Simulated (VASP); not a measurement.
# Mg2CdSe3 (P3m1) in VASP: further runs, part 2 of 3

VASP 6.6.1. The steps go on from the part before.

## (5) Relaxation of cell and atoms, PBE

This run uses another cell than the first one, of 27.86 Å³/atom, 0.943 times its volume.

The input, INCAR:

```
ALGO     = Normal         # electronic algorithm
EDIFF    = 1E-7           # SCF threshold, eV
EDIFFG   = -0.01          # ionic threshold
ENCUT    = 600            # plane-wave cutoff, eV
GGA      = PE             # functional
IBRION   = 2              # ionic algorithm
ISIF     = 3              # what is computed and relaxed
ISMEAR   = 0              # smearing method
LASPH    = T              # aspherical terms in the spheres
LCHARG   = F              # write CHGCAR
LREAL    = F              # projectors in reciprocal space
LWAVE    = F              # write WAVECAR
NELM     = 100            # most SCF steps
NSW      = 100            # ionic steps
PREC     = Accurate       # precision mode
SIGMA    = 0.02           # smearing width, eV
```

The input, KPOINTS:

```
k-points
0
Gamma
  6 6 4
```

The input, POSCAR:

```
Mg2CdSe3
1.0
    4.2909792000      0.0000000000      0.0000000000
   -2.1454896000      3.7160970000      0.0000000000
    0.0000000000      0.0000000000     10.4816801000
Mg Cd Se
2 1 3
Direct
    0.6666667000      0.3333333000      0.3352050000
    0.3333333000      0.6666667000      0.6620310000
    0.0000000000      0.0000000000      0.0022600000
    0.0000000000      0.0000000000      0.2576430000
    0.6666667000      0.3333333000      0.5832290000
    0.3333333000      0.6666667000      0.9096310000
```

Potentials or basis: VASP PAW PBE potentials, release 64 (Mg, Cd, Se).

The run is started by

```bash
$ cat potpaw_PBE.64/Mg/POTCAR potpaw_PBE.64/Cd/POTCAR potpaw_PBE.64/Se/POTCAR > POTCAR
$ mpirun -np 1 vasp_std > vasp.out
```

OUTCAR:

```text
EDIFF = 1E-7
   EDIFFG = -0.01
   ENCUT = 600
   GGA = PE
   IBRION = 2
   ISIF = 3
   ISMEAR = 0
   LASPH = T
   LREAL = F
   NELM = 100
   NSW = 100
   PREC = Accurate

 ion  position               nearest neighbor table
   1  0.667  0.333  0.335-   5 2.60   4 2.61   4 2.61   4 2.61
   2  0.333  0.667  0.662-   6 2.60   5 2.61   5 2.61   5 2.61
   3  0.000  0.000  0.002-   6 2.66   6 2.66   6 2.66   4 2.68
   4  0.000  0.000  0.258-   1 2.61   1 2.61   1 2.61   3 2.68
   5  0.667  0.333  0.583-   1 2.60   2 2.61   2 2.61   2 2.61
   6  0.333  0.667  0.910-   2 2.60   3 2.66   3 2.66   3 2.66

  LATTYP: Found a hexagonal cell.
 ALAT       =     4.2909792000
 C/A-ratio  =     2.4427245185

  Lattice vectors:

 A1 = (   4.2909792000,   0.0000000000,   0.0000000000)
 A2 = (  -2.1454896000,   3.7160970000,   0.0000000000)
 A3 = (   0.0000000000,   0.0000000000,  10.4816801000)

Analysis of symmetry for initial positions (statically):
=====================================================================
 Subroutine PRICEL returns:
 Original cell was already a primitive cell.

 Routine SETGRP: Setting up the symmetry group for a
 hexagonal supercell.

 Subroutine GETGRP returns: Found  6 space group operations
 (whereof  6 operations were pure point group operations)
 out of a pool of 24 trial point group operations.

The static configuration has the point symmetry C_3v.

Analysis of symmetry for dynamics (positions and initial velocities):
=====================================================================
 Subroutine PRICEL returns:
 Original cell was already a primitive cell.

 Routine SETGRP: Setting up the symmetry group for a
 hexagonal supercell.

 Subroutine GETGRP returns: Found  6 space group operations
 (whereof  6 operations were pure point group operations)
 out of a pool of 24 trial point group operations.

The dynamic configuration has the point symmetry C_3v.

 Subroutine INISYM returns: Found  6 space group operations
 (whereof  6 operations are pure point group operations),
 and found     1 'primitive' translations

----------------------------------------------------------------------------------------

                                     Primitive cell

  volume of cell :     167.1377

  direct lattice vectors                    reciprocal lattice vectors
     4.290979200  0.000000000  0.000000000     0.233047040  0.134549771  0.000000000
    -2.145489600  3.716097000  0.000000000     0.000000000  0.269099542  0.000000000
     0.000000000  0.000000000 10.481680100     0.000000000  0.000000000  0.095404553

  length of vectors
     4.290979200  4.290979205 10.481680100     0.269099542  0.269099542  0.095404553

  position of ions in fractional coordinates (direct lattice)
     0.666666700  0.333333300  0.335205000
     0.333333300  0.666666700  0.662031000
     0.000000000  0.000000000  0.002260000
     0.000000000  0.000000000  0.257643000
     0.666666700  0.333333300  0.583229000
     0.333333300  0.666666700  0.909631000

  ion indices of the primitive-cell ions
   primitive index   ion index
                 1           1
                 2           2
                 3           3
                 4           4
                 5           5
                 6           6

----------------------------------------------------------------------------------------

 KPOINTS: k-points

Automatic generation of k-mesh.
 Grid dimensions read from file:
 generate k-points for:    6    6    4

 Generating k-lattice:

  Cartesian coordinates                     Fractional coordinates (reciprocal lattice)
     0.038841173  0.022424962  0.000000000     0.166666667  0.000000000  0.000000000
     0.000000000  0.044849924  0.000000000     0.000000000  0.166666667  0.000000000
     0.000000000  0.000000000  0.023851138     0.000000000  0.000000000  0.250000000

  Length of vectors
     0.044849924  0.044849924  0.023851138

  Shift w.r.t. Gamma in fractional coordinates (k-lattice)
     0.000000000  0.000000000  0.000000000

 Subroutine IBZKPT returns following result:
 ===========================================

 Found     24 irreducible k-points:

 Following reciprocal coordinates:
            Coordinates               Weight
  0.000000  0.000000  0.000000      1.000000
  0.166667  0.000000  0.000000      6.000000
  0.333333 -0.000000  0.000000      6.000000
  0.500000  0.000000  0.000000      3.000000
  0.166667  0.166667  0.000000      6.000000
  0.333333  0.166667  0.000000     12.000000
[... 16 lines left out ...]
  0.333333  0.166667  0.500000     12.000000
  0.333333  0.333333  0.500000      2.000000
   k-points           NKPTS =     24   k-points in BZ     NKDIM =     24   number of bands    NBANDS=     21
   number of dos      NEDOS =    301   number of ions     NIONS =      6
   total plane-waves  NPLWV = 108864
   dimension x,y,z NGX =    36 NGY =   36 NGZ =   84
   dimension x,y,z NGXF=    72 NGYF=   72 NGZF=  168
   ions per type =               2   1   3
   NGX,Y,Z   is equivalent  to a cutoff of  13.95, 13.95, 13.32 a.u.
   NGXF,Y,Z  is equivalent  to a cutoff of  27.90, 27.90, 26.65 a.u.
 SYSTEM =  unknown system
   PREC   = accura    normal or accurate (medium, high low for compatibility)
   ISTART =      0    job   : 0-new  1-cont  2-samecut
   ICHARG =      2    charge: 1-file 2-atom 10-const
   ISPIN  =      1    spin polarized calculation?
   LNONCOLLINEAR =      F non collinear calculations
   LSORBIT =      F    spin-orbit coupling
   LASPH  =      T    aspherical Exc in radial PAW
   ENCUT  =  600.0 eV  44.10 Ry    6.64 a.u.   8.57  8.57 20.93*2*pi/ulx,y,z
   NELM   =    100;   NELMIN=  2; NELMDL= -5     # of ELM steps
   EDIFF  = 0.1E-06   stopping-criterion for ELM
   LREAL  =      F    real-space projection
   EDIFFG = -.1E-01   stopping-criterion for IOM
   NSW    =    100    number of steps for IOM
   IBRION =      2    ionic relax: 0-MD 1-quasi-New 2-CG
   NFREE  =      1    steps in history (QN), initial steepest desc. (CG)
   ISIF   =      3    stress and relaxation
   ISYM   =      2    0-nonsym 1-usesym 2-fastsym
   POTIM  = 0.5000    time-step for ionic-motion
   TEBEG  =    0.0;   TEEND  =   0.0 temperature during run
   PSTRESS=    0.0 pullay stress
   NELECT =      34.0000    total number of electrons
   NUPDOWN=      -1.0000    fix difference up-down
   EMIN   =  10.00;   EMAX   =-10.00  energy-range for DOS
   EFERMI =   0.00;   METHOD = LEGACY
   ISMEAR =     0;   SIGMA  =   0.02  broadening in eV -4-tet -1-fermi 0-gaus
   EFERMI_NEDOS =   21; number of points for ismear=-14 and -15
   IALGO  =     38    algorithm
   IMIX   =      4    mixing-type and parameters
     AMIX     =   0.40;   BMIX     =  1.00
     AMIX_MAG =   1.60;   BMIX_MAG =  1.00
  volume/ion in A,a.u.               =      27.86       187.98
  Fermi-wavevector in a.u.,A,eV,Ry     =   0.962815  1.819457 12.612784  0.927013
  Thomas-Fermi vector in A             =   2.092307
   LORBIT       =      0    0 simple, 1 ext, 2 COOP (PROOUT), +10 PAW based schemes
   GGA     = PE    functional components
   LHFCALC =     F    Hartree Fock is set to
   AEXX    =    0.0000 exact exchange contribution
   IVDW    =     0    specifies the selected vdW correction
   LEPSILON=     F    determine dielectric tensor
   LRPA    =     F    only Hartree local field effects (RPA)
 conjugate gradient relaxation of ions
 non-spin polarized calculation
 Gauss-broadening in eV      SIGMA  =   0.02
  energy-cutoff  :      600.00
  volume of cell :      167.14
 maximum number of plane-waves:      5616
 NGX is ok and might be reduce to    36
   NGX = 17   NGY = 17   NGZ = 41

--------------------------------------- Ionic step        1  -------------------------------------------

 number of electron      33.9999995 magnetization

 Free energy of the ion-electron system (eV)
  ---------------------------------------------------
  ext. energy  EPLUGINS =         0.00000000
  ---------------------------------------------------
  free energy    TOTEN  =       -20.51164835 eV

  energy without entropy =      -20.51164835  energy(sigma->0) =      -20.51164835

------------------------ aborting loop because EDIFF is reached ----------------------------------------

  FORCE on cell =-STRESS in cart. coord.  units (eV):
  Direction    XX          YY          ZZ          XY          YZ          ZX
  --------------------------------------------------------------------------------------
  -------------------------------------------------------------------------------------
  Total        0.0398009      0.0398009      0.0518041     -0.0000000      0.0000000     -0.0000000
  in kB        0.3815307      0.3815307      0.4965928     -0.0000000      0.0000000     -0.0000000
  external PRESSURE =       0.4198847 kB  Pullay stress =       0.0000000 kB
[... 265 lines left out ...]
  energy  without entropy=      -20.5118083715  energy(sigma->0) =      -20.51180837

--------------------------------------- Ionic step        8  -------------------------------------------

 number of electron      33.9999996 magnetization

 Free energy of the ion-electron system (eV)
  ---------------------------------------------------
  ext. energy  EPLUGINS =         0.00000000
  ---------------------------------------------------
  free energy    TOTEN  =       -20.51182086 eV

  energy without entropy =      -20.51182086  energy(sigma->0) =      -20.51182086

 E-fermi :   0.8884     XC(G=0):  -8.2860

 val. band max:        0.7820502136   @ k =   0.0000   0.0000   0.0000
 cond. band min:       2.2628119182   @ k =   0.0000   0.0000   0.0000
 fundamental gap:      1.4807617046
 Fermi energy:         0.8884370480

 k-point     1 :       0.0000    0.0000    0.0000
  band No.  band energies     occupation
      1     -11.2748      2.00000
      2     -11.0073      2.00000
      3     -10.8334      2.00000
      4      -6.7605      2.00000
      5      -6.7605      2.00000
      6      -6.5831      2.00000
[... 598 lines left out ...]
  FREE ENERGIE OF THE ION-ELECTRON SYSTEM (eV)
  ---------------------------------------------------
  free  energy   TOTEN  =       -20.5118208619 eV

  energy  without entropy=      -20.5118208619  energy(sigma->0) =      -20.51182086

 reached required accuracy - stopping structural energy minimisation
```

It took 11 min on 1 thread of AMD EPYC 7R13, shared host; peak memory 0.38 GiB.

Results:

```yaml
Free_energy: -20.5118 eV
Relaxed_volume: 27.87 Å³/atom
Relaxed_cell: a = 4.291 Å, b = 4.291 Å, c = 10.486 Å, α = 90.00°, β = 90.00°, γ = 120.00°
Space_group_after_relaxing_to_0.05_Å: P3m1 (No. 156)
Energy_gained_by_relaxing: 0.0 meV/atom
Ionic_steps: 8
Pressure_after_relaxing: 0.0 GPa
Largest_force_after_relaxing: 0.007 eV/Å
Band_gap_on_the_k_mesh: 1.48 eV, direct
```

Forces on the atoms (eV/Å):
```
Mg   0.000  0.000  0.004
Mg   0.000  0.000 -0.007
Cd   0.000  0.000  0.003
Se   0.000  0.000 -0.001
Se   0.000  0.000  0.000
Se   0.000  0.000  0.000
```

The path:
```csv
step,energy change (eV),largest force (eV/Å),pressure (GPa),volume (Å³)
1,0.0000,0.0344,0.04,167.14
2,-0.0001,0.0201,-0.01,167.31
3,-0.0001,0.0104,-0.04,167.43
4,-0.0001,0.0131,-0.03,167.40
5,-0.0001,0.0103,-0.01,167.31
6,-0.0002,0.0118,0.00,167.25
7,-0.0002,0.0122,0.00,167.24
8,-0.0002,0.0068,0.01,167.24
```

Final structure:
```yaml
crystal:
  lattice:
    - [4.29144, 0.00000, 0.00000]
    - [-2.14572, 3.71650, 0.00000]
    - [0.00000, 0.00000, 10.48569]
  atoms:
    - { symbol: Mg, position: [0.66667, 0.33333, 0.33536] }
    - { symbol: Mg, position: [0.33333, 0.66667, 0.66190] }
    - { symbol: Cd, position: [0.00000, 0.00000, 0.00232] }
    - { symbol: Se, position: [0.00000, 0.00000, 0.25805] }
    - { symbol: Se, position: [0.66667, 0.33333, 0.58321] }
    - { symbol: Se, position: [0.33333, 0.66667, 0.90915] }
```

(Continued in part 3 of 3.)
